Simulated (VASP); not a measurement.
# KF (P6_3/mmc) in VASP: further runs, part 2 of 2

VASP 6.6.1.

## (5) Single point, LDA

This run uses another cell than the first one, of 22.96 Å³/atom.

The input, INCAR:

```
SYSTEM = KF
ALGO = Normal
EDIFF = 1E-7
ENCUT = 520
ISIF = 2
ISMEAR = 0
LASPH = .True.
LCHARG = .False.
LREAL = .False.
LWAVE = .False.
NBANDS = 24
NELM = 80
PREC = Accurate
SIGMA = 0.01
```

The input, KPOINTS:

```
k-points
0
Gamma
  6 6 6
  0 0 0
```

The input, POSCAR:

```
KF
1.0
    4.4850021855      0.0000000000      0.0000000000
   -2.2425010928      3.8841258287      0.0000000000
    0.0000000000      0.0000000000      5.2712956390
K F
2 2
Direct
    0.3333333333      0.6666666667     -0.0625000000
    0.6666666667      0.3333333333      0.4375000000
    0.3333333333      0.6666666667      0.4375000000
    0.6666666667      0.3333333333      0.9375000000
```

Potentials or basis: VASP PAW LDA potentials, release 64 (K_sv, F).

The run is started by

```
cat potpaw_LDA.64/K_sv/POTCAR potpaw_LDA.64/F/POTCAR > POTCAR
mpirun -np 1 vasp_std > vasp.out
```

OUTCAR:

```text
SYSTEM = KF
   EDIFF = 1E-7
   ENCUT = 520
   ISIF = 2
   ISMEAR = 0
   LASPH = .True.
   LREAL = .False.
   NELM = 80
   PREC = Accurate

 ion  position               nearest neighbor table
   1  0.333  0.667  0.938-   4 2.59   4 2.59   4 2.59   3 2.64   3 2.64   2 3.69   2 3.69   2 3.69
                             2 3.69   2 3.69   2 3.69
   2  0.667  0.333  0.438-   3 2.59   3 2.59   3 2.59   4 2.64   4 2.64   1 3.69   1 3.69   1 3.69
                             1 3.69   1 3.69   1 3.69
   3  0.333  0.667  0.438-   2 2.59   2 2.59   2 2.59   1 2.64   1 2.64
   4  0.667  0.333  0.938-   1 2.59   1 2.59   1 2.59   2 2.64   2 2.64

  LATTYP: Found a hexagonal cell.
 ALAT       =     4.4850021855
 C/A-ratio  =     1.1753161807

  Lattice vectors:

 A1 = (   4.4850021855,   0.0000000000,   0.0000000000)
 A2 = (  -2.2425010928,   3.8841258287,   0.0000000000)
 A3 = (   0.0000000000,   0.0000000000,   5.2712956390)

Analysis of symmetry for initial positions (statically):
=====================================================================
 Subroutine PRICEL returns:
 Original cell was already a primitive cell.

 Routine SETGRP: Setting up the symmetry group for a
 hexagonal supercell.

 Subroutine GETGRP returns: Found 24 space group operations
 (whereof  6 operations were pure point group operations)
 out of a pool of 24 trial point group operations.

The static configuration has the point symmetry C_3v.
 The point group associated with its full space group is D_6h.

Analysis of symmetry for dynamics (positions and initial velocities):
=====================================================================
 Subroutine PRICEL returns:
 Original cell was already a primitive cell.

 Routine SETGRP: Setting up the symmetry group for a
 hexagonal supercell.

 Subroutine GETGRP returns: Found 24 space group operations
 (whereof  6 operations were pure point group operations)
 out of a pool of 24 trial point group operations.

The dynamic configuration has the point symmetry C_3v.
 The point group associated with its full space group is D_6h.

 Subroutine INISYM returns: Found 24 space group operations
 (whereof  6 operations are pure point group operations),
 and found     1 'primitive' translations

----------------------------------------------------------------------------------------

                                     Primitive cell

  volume of cell :      91.8276

  direct lattice vectors                    reciprocal lattice vectors
     4.485002185  0.000000000  0.000000000     0.222965332  0.128729094  0.000000000
    -2.242501093  3.884125829  0.000000000     0.000000000  0.257458189  0.000000000
     0.000000000  0.000000000  5.271295639     0.000000000  0.000000000  0.189706681

  length of vectors
     4.485002185  4.485002186  5.271295639     0.257458189  0.257458189  0.189706681

  position of ions in fractional coordinates (direct lattice)
     0.333333333  0.666666667  0.937500000
     0.666666667  0.333333333  0.437500000
     0.333333333  0.666666667  0.437500000
     0.666666667  0.333333333  0.937500000

  ion indices of the primitive-cell ions
   primitive index   ion index
[... 26 lines left out ...]
 Subroutine IBZKPT returns following result:
 ===========================================

 Found     28 irreducible k-points:

 Following reciprocal coordinates:
            Coordinates               Weight
  0.000000  0.000000  0.000000      1.000000
  0.166667 -0.000000  0.000000      6.000000
  0.333333 -0.000000  0.000000      6.000000
  0.500000  0.000000  0.000000      3.000000
  0.166667  0.166667  0.000000      6.000000
  0.333333  0.166667  0.000000     12.000000
[... 16 lines left out ...]
  0.166667 -0.000000  0.500000      6.000000
  0.333333 -0.000000  0.500000      6.000000
 [... further k-points ...]
   k-points           NKPTS =     28   k-points in BZ     NKDIM =     28   number of bands    NBANDS=     24
   number of dos      NEDOS =    301   number of ions     NIONS =      4
   total plane-waves  NPLWV =  51840
   dimension x,y,z NGX =    36 NGY =   36 NGZ =   40
   dimension x,y,z NGXF=    72 NGYF=   72 NGZF=   80
   ions per type =               2   2
   NGX,Y,Z   is equivalent  to a cutoff of  13.34, 13.34, 12.62 a.u.
   NGXF,Y,Z  is equivalent  to a cutoff of  26.69, 26.69, 25.23 a.u.
 SYSTEM =  KF
   PREC   = accura    normal or accurate (medium, high low for compatibility)
   ISTART =      0    job   : 0-new  1-cont  2-samecut
   ICHARG =      2    charge: 1-file 2-atom 10-const
   ISPIN  =      1    spin polarized calculation?
   LNONCOLLINEAR =      F non collinear calculations
   LSORBIT =      F    spin-orbit coupling
   LASPH  =      T    aspherical Exc in radial PAW
   ENCUT  =  520.0 eV  38.22 Ry    6.18 a.u.   8.34  8.34  9.80*2*pi/ulx,y,z
   NELM   =     80;   NELMIN=  2; NELMDL= -5     # of ELM steps
   EDIFF  = 0.1E-06   stopping-criterion for ELM
   LREAL  =      F    real-space projection
   EDIFFG = 0.1E-05   stopping-criterion for IOM
   NSW    =      0    number of steps for IOM
   IBRION =     -1    ionic relax: 0-MD 1-quasi-New 2-CG
   NFREE  =      0    steps in history (QN), initial steepest desc. (CG)
   ISIF   =      2    stress and relaxation
   ISYM   =      2    0-nonsym 1-usesym 2-fastsym
   POTIM  = 0.5000    time-step for ionic-motion
   TEBEG  =    0.0;   TEEND  =   0.0 temperature during run
   PSTRESS=    0.0 pullay stress
   NELECT =      32.0000    total number of electrons
   NUPDOWN=      -1.0000    fix difference up-down
   EMIN   =  10.00;   EMAX   =-10.00  energy-range for DOS
   EFERMI =   0.00;   METHOD = LEGACY
   ISMEAR =     0;   SIGMA  =   0.01  broadening in eV -4-tet -1-fermi 0-gaus
   EFERMI_NEDOS =   21; number of points for ismear=-14 and -15
   IALGO  =     38    algorithm
   IMIX   =      4    mixing-type and parameters
     AMIX     =   0.40;   BMIX     =  1.00
     AMIX_MAG =   1.60;   BMIX_MAG =  1.00
  volume/ion in A,a.u.               =      22.96       154.92
  Fermi-wavevector in a.u.,A,eV,Ry     =   1.152039  2.177037 18.057558  1.327193
  Thomas-Fermi vector in A             =   2.288692
   LORBIT       =      0    0 simple, 1 ext, 2 COOP (PROOUT), +10 PAW based schemes
   GGA     = CA    functional components
   LHFCALC =     F    Hartree Fock is set to
   AEXX    =    0.0000 exact exchange contribution
   IVDW    =     0    specifies the selected vdW correction
   LEPSILON=     F    determine dielectric tensor
   LRPA    =     F    only Hartree local field effects (RPA)
 non-spin polarized calculation
 Gauss-broadening in eV      SIGMA  =   0.01
  energy-cutoff  :      520.00
  volume of cell :       91.83
 maximum number of plane-waves:      2494
 NGX is ok and might be reduce to    36
   NGX = 17   NGY = 17   NGZ = 19

 number of electron      32.0000011 magnetization

 Free energy of the ion-electron system (eV)
  ---------------------------------------------------
  ext. energy  EPLUGINS =         0.00000000
  ---------------------------------------------------
  free energy    TOTEN  =       -17.82140627 eV

  energy without entropy =      -17.82140627  energy(sigma->0) =      -17.82140627

 E-fermi :  -3.6826     XC(G=0):  -8.0509

 val. band max:       -3.7402995833   @ k =   0.0000   0.0000   0.0000
 cond. band min:       1.3903204593   @ k =   0.0000   0.0000   0.0000
 fundamental gap:      5.1306200427
 Fermi energy:        -3.6825870799

 k-point     1 :       0.0000    0.0000    0.0000
  band No.  band energies     occupation
      1     -29.4445      2.00000
      2     -29.3193      2.00000
      3     -21.9899      2.00000
      4     -21.9645      2.00000
      5     -13.4889      2.00000
      6     -13.2419      2.00000
[... 637 lines left out ...]
     23       7.7963      0.00000
     24       7.7963      0.00000

 [... further k-points ...]

------------------------ aborting loop because EDIFF is reached ----------------------------------------

  FORCE on cell =-STRESS in cart. coord.  units (eV):
  Direction    XX          YY          ZZ          XY          YZ          ZX
  --------------------------------------------------------------------------------------
  -------------------------------------------------------------------------------------
  Total       -1.2605978     -1.2605978     -1.4804105      0.0000000      0.0000000      0.0000000
  in kB      -21.9944849    -21.9944849    -25.8297025      0.0000000      0.0000000      0.0000000
  external PRESSURE =     -23.2728908 kB  Pullay stress =       0.0000000 kB

 VOLUME and BASIS-vectors are now :
 -----------------------------------------------------------------------------
  energy-cutoff  :      520.00
  volume of cell :       91.83
      direct lattice vectors                 reciprocal lattice vectors
     4.485002185  0.000000000  0.000000000     0.222965332  0.128729094  0.000000000
    -2.242501093  3.884125829  0.000000000     0.000000000  0.257458189  0.000000000
     0.000000000  0.000000000  5.271295639     0.000000000  0.000000000  0.189706681

 POSITION                                       TOTAL-FORCE (eV/Angst)
 -----------------------------------------------------------------------------------
     -0.00000      2.58942      4.94184         0.000000     -0.000000     -0.000000
      2.24250      1.29471      2.30619        -0.000000     -0.000000     -0.000000
     -0.00000      2.58942      2.30619        -0.000000      0.000000      0.000000
      2.24250      1.29471      4.94184         0.000000     -0.000000      0.000000
 -----------------------------------------------------------------------------------
    total drift:                               -0.000000      0.000000      0.000000

  FREE ENERGIE OF THE ION-ELECTRON SYSTEM (eV)
  ---------------------------------------------------
  free  energy   TOTEN  =       -17.8214062679 eV

  energy  without entropy=      -17.8214062679  energy(sigma->0) =      -17.82140627
```

OSZICAR:

```text
N       E                     dE             d eps       ncg     rms          rms(c)
DAV:   1     0.273150736199E+03    0.27315E+03   -0.15891E+04  1344   0.124E+03
DAV:   2    -0.215325594838E+01   -0.27530E+03   -0.25925E+03  1736   0.379E+02
DAV:   3    -0.192486023050E+02   -0.17095E+02   -0.16987E+02  1920   0.811E+01
DAV:   4    -0.206710651418E+02   -0.14225E+01   -0.14213E+01  2248   0.151E+01
DAV:   5    -0.206811769678E+02   -0.10112E-01   -0.10112E-01  1840   0.150E+00    0.906E+00
DAV:   6    -0.180126206249E+02    0.26686E+01   -0.95275E+00  1576   0.191E+01    0.545E+00
DAV:   7    -0.178925004585E+02    0.12012E+00   -0.52542E-01  1824   0.386E+00    0.376E+00
DAV:   8    -0.178189064676E+02    0.73594E-01   -0.17882E-01  1672   0.329E+00    0.691E-01
DAV:   9    -0.178176049534E+02    0.13015E-02   -0.22836E-02  1824   0.850E-01    0.198E-01
DAV:  10    -0.178215750204E+02   -0.39701E-02   -0.41866E-03  1640   0.394E-01    0.126E-01
DAV:  11    -0.178213944329E+02    0.18059E-03   -0.14880E-03  1728   0.214E-01    0.314E-02
DAV:  12    -0.178214028522E+02   -0.84193E-05   -0.11454E-04  1792   0.529E-02    0.104E-02
DAV:  13    -0.178214079730E+02   -0.51208E-05   -0.22515E-05  1616   0.264E-02    0.971E-03
DAV:  14    -0.178214062669E+02    0.17061E-05   -0.54558E-06  1736   0.133E-02    0.205E-03
DAV:  15    -0.178214062679E+02   -0.10300E-08   -0.18233E-07  1344   0.286E-03
   1 F= -.17821406E+02 E0= -.17821406E+02  d E =-.894914E-19
```

stdout:

```text
POSCAR found type information on POSCAR K F
 POSCAR found :  2 types and       4 ions
 scaLAPACK will be used
 LDA part: xc-table for (Slater(with rela. corr.)+CA(PZ))
 , standard interpolation
 POSCAR, INCAR and KPOINTS ok, starting setup
 FFT: planning ... GRIDC
 FFT: planning ... GRID_SOFT
 FFT: planning ... GRID
 WAVECAR not read
 entering main loop
```

Run time: 55 s. Hardware: 1 thread of Intel Xeon 8259CL, shared host; peak memory 0.2 GiB.

Results:

```yaml
Free_energy: -17.8214 eV
Pressure: -2.3 GPa
Band_gap_on_the_k_mesh: 5.13 eV
```

Stress tensor (GPa, compression positive):
```
-2.20  0.00  0.00
 0.00 -2.20  0.00
 0.00  0.00 -2.58
```

Levels at points of the mesh, in eV from the valence-band top:
```csv
k point,band 12,band 13,band 14,band 15,band 16,band 17,band 18,band 19,band 20,band 21
"(0.00, 0.00, 0.00)",-0.32,-0.31,-0.31,-0.16,0.00,5.13,9.77,10.31,10.31,10.82
"(0.50, 0.00, 0.00)",-0.36,-0.19,-0.13,-0.11,-0.09,7.13,8.65,8.86,9.38,10.79
"(0.00, 0.00, 0.50)",-0.52,-0.35,-0.35,-0.35,-0.35,6.77,6.77,10.79,10.79,10.79
"(0.50, 0.00, 0.50)",-0.67,-0.32,-0.32,-0.18,-0.18,7.83,7.83,10.46,10.46,10.85
```

Caveat: the structure was generated, so it needn't be the stable form of KF. A k mesh can miss the band edges.

## (6) Summary

| level | potentials or basis | cell | k mesh | smearing | gap on the mesh (eV) | pressure (GPa) |
| --- | --- | --- | --- | --- | --- | --- |
| LDA | VASP PAW LDA potentials, release 64 (K_sv, F) | a = 4.353, b = 4.353, c = 5.121 Å, angles 90.0, 90.0, 120.0°, 4 atoms | 6 × 6 × 4 | fermi-dirac 0.02 eV | 5.37 | 0.2 |
| PBEsol | VASP PAW PBE potentials, release 64 (K_sv, F) | a = 4.468, b = 4.468, c = 5.260 Å, angles 90.0, 90.0, 120.0°, 4 atoms | 6 × 6 × 4 | fermi-dirac 0.02 eV | 5.44 | 0.0 |
| PBE | VASP PAW PBE potentials, release 64 (K_sv, F) | a = 4.485, b = 4.485, c = 5.271 Å, angles 90.0, 90.0, 120.0°, 4 atoms | 6 × 6 × 6 | fermi-dirac 0.02 eV | 5.37 | 1.3 |
| LDA | VASP PAW LDA potentials, release 64 (K_sv, F) | a = 4.485, b = 4.485, c = 5.271 Å, angles 90.0, 90.0, 120.0°, 4 atoms | 6 × 6 × 6 | gaussian 0.01 eV | 5.13 | -2.3 |

Alike in all rows: task single point; no spin polarisation; cutoff (eV) 520.

Caveats: the structure was generated, so it needn't be the stable form of KF; the PAW data sets were made with another functional, which shifts forces and pressure a little (at least some runs).

Total energies depend on the potentials used, so only differences within one code and one set of settings carry meaning.
